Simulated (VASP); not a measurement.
# Ag (Im-3m) in VASP: a series of runs

Ag is run at these levels: LDA; tasks: single point.

Program: VASP 6.6.1. These are calculated values, not measurements. Logs are shortened: lines on timing, memory, paths and dates and some standing lists are left out, and cuts for length are marked.

## Step 1: The cell of the first run

It takes space group Im-3m (No. 229, cubic). Conventional cell: a = 2.607 Å, b = 2.607 Å, c = 2.607 Å, α = 90.00°, β = 90.00°, γ = 90.00°. Ag (site symmetry m-3m) has 14 Ag at 2.26 to 2.61 Å within 3.0 Å.

## Step 2: Single point, LDA (volume scaled by 0.55)

The input, INCAR:

```
PREC     = Accurate       # precision mode
ENCUT    = 520            # plane-wave cutoff, eV
EDIFF    = 1E-7           # SCF threshold, eV
ISMEAR   = -1             # smearing method
SIGMA    = 0.1            # smearing width, eV
LREAL    = False          # projectors in reciprocal space
LASPH    = True           # aspherical terms in the spheres
NELM     = 100            # most SCF steps
ALGO     = Normal         # electronic algorithm
ISIF     = 2              # what is computed and relaxed
LWAVE    = False          # write WAVECAR
LCHARG   = False          # write CHGCAR
GGA      = CA             # functional
NBANDS   = 12             # bands
```

The input, KPOINTS:

```
Automatic mesh
0
Gamma
  17 17 17
```

The input, POSCAR:

```
Ag
1.0
   -1.3035958811      1.3035958811      1.3035958811
    1.3035958811     -1.3035958811      1.3035958811
    1.3035958811      1.3035958811     -1.3035958811
Ag
1
Direct
    0.0000000000      0.0000000000      0.0000000000
```

Potentials or basis: VASP PAW LDA potentials, release 64 (Ag).

Launch:

```sh
$ cat potpaw_LDA.64/Ag/POTCAR > POTCAR
$ mpirun -np 1 vasp_std > vasp.out
```

OUTCAR:

```text
PREC = Accurate
   ENCUT = 520
   EDIFF = 1E-7
   ISMEAR = -1
   LREAL = False
   LASPH = True
   NELM = 100
   ISIF = 2
   GGA = CA

 ion  position               nearest neighbor table
   1  0.000  0.000  0.000-

  LATTYP: Found a body centered cubic cell.
 ALAT       =     2.6071917622

  Lattice vectors:

 A1 = (  -1.3035958811,   1.3035958811,   1.3035958811)
 A2 = (   1.3035958811,  -1.3035958811,   1.3035958811)
 A3 = (   1.3035958811,   1.3035958811,  -1.3035958811)

Analysis of symmetry for initial positions (statically):
=====================================================================
 Subroutine PRICEL returns:
 Original cell was already a primitive cell.

 Routine SETGRP: Setting up the symmetry group for a
 body centered cubic supercell.

 Subroutine GETGRP returns: Found 48 space group operations
 (whereof 48 operations were pure point group operations)
 out of a pool of 48 trial point group operations.

The static configuration has the point symmetry O_h .

Analysis of symmetry for dynamics (positions and initial velocities):
=====================================================================
 Subroutine PRICEL returns:
 Original cell was already a primitive cell.

 Routine SETGRP: Setting up the symmetry group for a
 body centered cubic supercell.

 Subroutine GETGRP returns: Found 48 space group operations
 (whereof 48 operations were pure point group operations)
 out of a pool of 48 trial point group operations.

The dynamic configuration has the point symmetry O_h .

 Subroutine INISYM returns: Found 48 space group operations
 (whereof 48 operations are pure point group operations),
 and found     1 'primitive' translations

----------------------------------------------------------------------------------------

                                     Primitive cell

  volume of cell :       8.8611

  direct lattice vectors                    reciprocal lattice vectors
    -1.303595881  1.303595881  1.303595881     0.000000000  0.383554449  0.383554449
     1.303595881 -1.303595881  1.303595881     0.383554449  0.000000000  0.383554449
     1.303595881  1.303595881 -1.303595881     0.383554449  0.383554449  0.000000000

  length of vectors
     2.257894299  2.257894299  2.257894299     0.542427904  0.542427904  0.542427904

  position of ions in fractional coordinates (direct lattice)
     0.000000000  0.000000000  0.000000000

  ion indices of the primitive-cell ions
   primitive index   ion index
                 1           1

----------------------------------------------------------------------------------------

 KPOINTS: Automatic mesh

Automatic generation of k-mesh.
 Grid dimensions read from file:
 generate k-points for:   17   17   17

 Generating k-lattice:

  Cartesian coordinates                     Fractional coordinates (reciprocal lattice)
     0.000000000  0.022562026  0.022562026     0.058823529  0.000000000  0.000000000
     0.022562026  0.000000000  0.022562026     0.000000000  0.058823529  0.000000000
     0.022562026  0.022562026  0.000000000     0.000000000  0.000000000  0.058823529

  Length of vectors
     0.031907524  0.031907524  0.031907524

  Shift w.r.t. Gamma in fractional coordinates (k-lattice)
     0.000000000  0.000000000  0.000000000

 Subroutine IBZKPT returns following result:
 ===========================================

 Found    165 irreducible k-points:

 Following reciprocal coordinates:
            Coordinates               Weight
  0.000000  0.000000  0.000000      1.000000
  0.058824  0.000000  0.000000     12.000000
  0.117647  0.000000  0.000000     12.000000
  0.176471  0.000000  0.000000     12.000000
  0.235294  0.000000  0.000000     12.000000
  0.294118  0.000000  0.000000     12.000000
[... 16 lines left out ...]
  0.411765  0.117647 -0.000000     48.000000
  0.176471  0.176471  0.000000     24.000000
 [... further k-points ...]
   k-points           NKPTS =    165   k-points in BZ     NKDIM =    165   number of bands    NBANDS=     12
   number of dos      NEDOS =    301   number of ions     NIONS =      1
   total plane-waves  NPLWV =   5832
   dimension x,y,z NGX =    18 NGY =   18 NGZ =   18
   dimension x,y,z NGXF=    36 NGYF=   36 NGZF=   36
   ions per type =               1
   NGX,Y,Z   is equivalent  to a cutoff of  13.25, 13.25, 13.25 a.u.
   NGXF,Y,Z  is equivalent  to a cutoff of  26.51, 26.51, 26.51 a.u.
 SYSTEM =  unknown system
   PREC   = accura    normal or accurate (medium, high low for compatibility)
   ISTART =      0    job   : 0-new  1-cont  2-samecut
   ICHARG =      2    charge: 1-file 2-atom 10-const
   ISPIN  =      1    spin polarized calculation?
   LNONCOLLINEAR =      F non collinear calculations
   LSORBIT =      F    spin-orbit coupling
   LASPH  =      T    aspherical Exc in radial PAW
   ENCUT  =  520.0 eV  38.22 Ry    6.18 a.u.   4.20  4.20  4.20*2*pi/ulx,y,z
   NELM   =    100;   NELMIN=  2; NELMDL= -5     # of ELM steps
   EDIFF  = 0.1E-06   stopping-criterion for ELM
   LREAL  =      F    real-space projection
   EDIFFG = 0.1E-05   stopping-criterion for IOM
   NSW    =      0    number of steps for IOM
   IBRION =     -1    ionic relax: 0-MD 1-quasi-New 2-CG
   NFREE  =      0    steps in history (QN), initial steepest desc. (CG)
   ISIF   =      2    stress and relaxation
   ISYM   =      2    0-nonsym 1-usesym 2-fastsym
   POTIM  = 0.5000    time-step for ionic-motion
   TEBEG  =    0.0;   TEEND  =   0.0 temperature during run
   PSTRESS=    0.0 pullay stress
   NELECT =      11.0000    total number of electrons
   NUPDOWN=      -1.0000    fix difference up-down
   EMIN   =  10.00;   EMAX   =-10.00  energy-range for DOS
   EFERMI =   0.00;   METHOD = LEGACY
   ISMEAR =    -1;   SIGMA  =   0.10  broadening in eV -4-tet -1-fermi 0-gaus
   EFERMI_NEDOS =   21; number of points for ismear=-14 and -15
   IALGO  =     38    algorithm
   IMIX   =      4    mixing-type and parameters
     AMIX     =   0.40;   BMIX     =  1.00
     AMIX_MAG =   1.60;   BMIX_MAG =  1.00
  volume/ion in A,a.u.               =       8.86        59.80
  Fermi-wavevector in a.u.,A,eV,Ry     =   1.759447  3.324872 42.118906  3.095652
  Thomas-Fermi vector in A             =   2.828407
   LORBIT       =      0    0 simple, 1 ext, 2 COOP (PROOUT), +10 PAW based schemes
   GGA     = CA    functional components
   LHFCALC =     F    Hartree Fock is set to
   AEXX    =    0.0000 exact exchange contribution
   IVDW    =     0    specifies the selected vdW correction
   LEPSILON=     F    determine dielectric tensor
   LRPA    =     F    only Hartree local field effects (RPA)
 non-spin polarized calculation
  energy-cutoff  :      520.00
  volume of cell :        8.86
 maximum number of plane-waves:       247
 NGX is ok and might be reduce to    18
   NGX =  9   NGY =  9   NGZ =  9

 number of electron      11.0000000 magnetization

 Free energy of the ion-electron system (eV)
  ---------------------------------------------------
  ext. energy  EPLUGINS =         0.00000000
  ---------------------------------------------------
  free energy    TOTEN  =         1.31113124 eV

  energy without entropy =        1.31691148  energy(sigma->0) =        1.31402136

 E-fermi :  22.5746     XC(G=0): -16.8392

 val. band max:       22.5302475882   @ k =   0.2353   0.2353   0.0000
 cond. band min:      22.5794534915   @ k =  -0.4706  -0.4706   0.0588
 fundamental gap:      0.0492059033
 Fermi energy:        22.5745762904

 k-point     1 :       0.0000    0.0000    0.0000
  band No.  band energies     occupation
      1       7.7472      2.00000
      2      12.6383      2.00000
      3      12.6383      2.00000
      4      12.6383      2.00000
      5      16.3746      2.00000
      6      16.3746      2.00000
      7      39.7999      0.00000
      8      39.7999      0.00000
      9      39.7999      0.00000
     10      55.1103      0.00000
     11      55.1103      0.00000
     12      55.4166      0.00000

 k-point     2 :       0.0588    0.0000    0.0000
  band No.  band energies     occupation
      1       7.9552      2.00000
      2      12.5437      2.00000
      3      12.6386      2.00000
      4      12.8193      2.00000
      5      16.2478      2.00000
      6      16.3803      2.00000
      7      39.9202      0.00000
      8      40.0508      0.00000
      9      40.1279      0.00000
     10      53.6459      0.00000
     11      54.7403      0.00000
     12      55.4191      0.00000

 k-point     3 :       0.1176    0.0000    0.0000
  band No.  band energies     occupation
      1       8.5289      2.00000
      2      12.2800      2.00000
      3      12.6428      2.00000
      4      13.3520      2.00000
      5      15.9640      2.00000
      6      16.4018      2.00000
      7      40.1606      0.00000
      8      40.5898      0.00000
      9      41.0847      0.00000
     10      51.4369      0.00000
     11      53.7120      0.00000
     12      55.5070      0.00000

 k-point     4 :       0.1765    0.0000    0.0000
  band No.  band energies     occupation
      1       9.2578      2.00000
      2      11.8996      2.00000
      3      12.7527      2.00000
      4      14.2043      2.00000
      5      15.7360      2.00000
      6      16.4496      2.00000
      7      40.1422      0.00000
      8      40.8064      0.00000
      9      42.5959      0.00000
     10      50.0745      0.00000
     11      52.7097      0.00000
     12      55.6626      0.00000

 k-point     5 :       0.2353    0.0000    0.0000
  band No.  band energies     occupation
      1       9.6664      2.00000
      2      11.4683      2.00000
      3      13.3718      2.00000
      4      15.3173      2.00000
      5      15.7138      2.00000
      6      16.5327      2.00000
      7      39.4635      0.00000
      8      40.0255      0.00000
      9      44.5506      0.00000
     10      50.1931      0.00000
     11      52.4859      0.00000
     12      52.7273      0.00000
[... 228 lines left out ...]
      1       9.5985      2.00000
      2      10.8584      2.00000
      3      14.4669      2.00000
      4      15.9215      2.00000
      5      17.1875      2.00000
      6      19.9862      2.00000
      7      35.8618      0.00000
      8      37.4558      0.00000
      9      44.0770      0.00000
     10      47.7388      0.00000
     11      52.7005      0.00000
     12      54.8614      0.00000

 k-point    22 :       0.3529    0.1176    0.0000
  band No.  band energies     occupation
      1       9.2422      2.00000
      2      10.6283      2.00000
      3      15.2505      2.00000
      4      16.2277      2.00000
      5      17.6467      2.00000
      6      21.7253      1.99959
      7      33.6360      0.00000
      8      36.4962      0.00000
      9      42.5365      0.00000
     10      49.4945      0.00000
     11      51.9404      0.00000
     12      54.8376      0.00000

 k-point    23 :       0.4118    0.1176   -0.0000
  band No.  band energies     occupation
      1       9.0421      2.00000
      2      10.5115      2.00000
      3      15.6594      2.00000
      4      16.2824      2.00000
      5      18.1231      2.00000
      6      22.9634      0.04014
      7      32.0830      0.00000
      8      35.9828      0.00000
      9      41.6628      0.00000
     10      50.3068      0.00000
     11      51.6458      0.00000
     12      54.9076      0.00000

 k-point    24 :       0.1765    0.1765    0.0000
  band No.  band energies     occupation
      1      10.3104      2.00000
      2      11.5223      2.00000
      3      12.4908      2.00000
      4      15.4238      2.00000
      5      16.9279      2.00000
      6      18.3285      2.00000
      7      38.6161      0.00000
      8      39.0789      0.00000
      9      44.5138      0.00000
     10      46.0959      0.00000
     11      51.9694      0.00000
     12      55.6027      0.00000

 [... further k-points ...]
[... 5 lines left out ...]
  --------------------------------------------------------------------------------------
  -------------------------------------------------------------------------------------
  Total       22.9248928     22.9248928     22.9248928     -0.0000000     -0.0000000     -0.0000000
  in kB     4145.0422920   4145.0422920   4145.0422920     -0.0000000     -0.0000000     -0.0000000
  external PRESSURE =    4145.0422920 kB  Pullay stress =       0.0000000 kB

 VOLUME and BASIS-vectors are now :
 -----------------------------------------------------------------------------
  energy-cutoff  :      520.00
  volume of cell :        8.86
      direct lattice vectors                 reciprocal lattice vectors
    -1.303595881  1.303595881  1.303595881     0.000000000  0.383554449  0.383554449
     1.303595881 -1.303595881  1.303595881     0.383554449  0.000000000  0.383554449
     1.303595881  1.303595881 -1.303595881     0.383554449  0.383554449  0.000000000

 POSITION                                       TOTAL-FORCE (eV/Angst)
 -----------------------------------------------------------------------------------
      0.00000      0.00000      0.00000        -0.000000      0.000000     -0.000000
 -----------------------------------------------------------------------------------
    total drift:                                0.000000     -0.000000      0.000000

  FREE ENERGIE OF THE ION-ELECTRON SYSTEM (eV)
  ---------------------------------------------------
  free  energy   TOTEN  =         1.3111312449 eV

  energy  without entropy=        1.3169114832  energy(sigma->0) =        1.31402136
```

Wall time 39 s (1 thread of AMD EPYC 7R13, shared host); peak memory 0.1 GiB.

Results:

* Free energy: 1.3111 eV
* Pressure: 414.5 GPa

Levels at points of the mesh, in eV from the Fermi level:
| k point | band 2 | band 3 | band 4 | band 5 | band 6 | band 7 | band 8 | band 9 | band 10 | band 11 |
| --- | --- | --- | --- | --- | --- | --- | --- | --- | --- | --- |
| (0.00, 0.00, 0.00) | -9.94 | -9.94 | -9.94 | -6.20 | -6.20 | 17.23 | 17.23 | 17.23 | 32.54 | 32.54 |

## Step 3: Single point, LDA (volume scaled by 0.65)

The input, INCAR:

```
PREC = Accurate
ENCUT = 520
EDIFF = 1E-7
ISMEAR = -1
SIGMA = 0.1
LREAL = F
LASPH = T
NELM = 100
ALGO = Normal
ISIF = 2
LWAVE = F
LCHARG = F
NBANDS = 12
```

The input, KPOINTS:

```
regular mesh
0
Gamma
  17 17 17
```

The input, POSCAR:

```
Ag
1.0
   -1.3782453481      1.3782453481      1.3782453481
    1.3782453481     -1.3782453481      1.3782453481
    1.3782453481      1.3782453481     -1.3782453481
Ag
1
Direct
    0.0000000000      0.0000000000      0.0000000000
```

Potentials or basis: VASP PAW LDA potentials, release 64 (Ag).

Launch:

```sh
$ cat potpaw_LDA.64/Ag/POTCAR > POTCAR
$ mpirun -np 1 vasp_std > vasp.out
```

It took 35 s on 1 thread of AMD EPYC 7R13, shared host; peak memory 0.1 GiB.

Results (log left out):

| Property | Result |
| --- | --- |
| Free energy | -1.5987 eV |
| Pressure | 192.3 GPa |

Levels at points of the mesh, in eV from the Fermi level:
```
           k point  band 4  band 5  band 6  band 7  band 8  band 9
(0.00, 0.00, 0.00)   -8.04   -5.12   -5.12   18.16   18.16   18.16
```
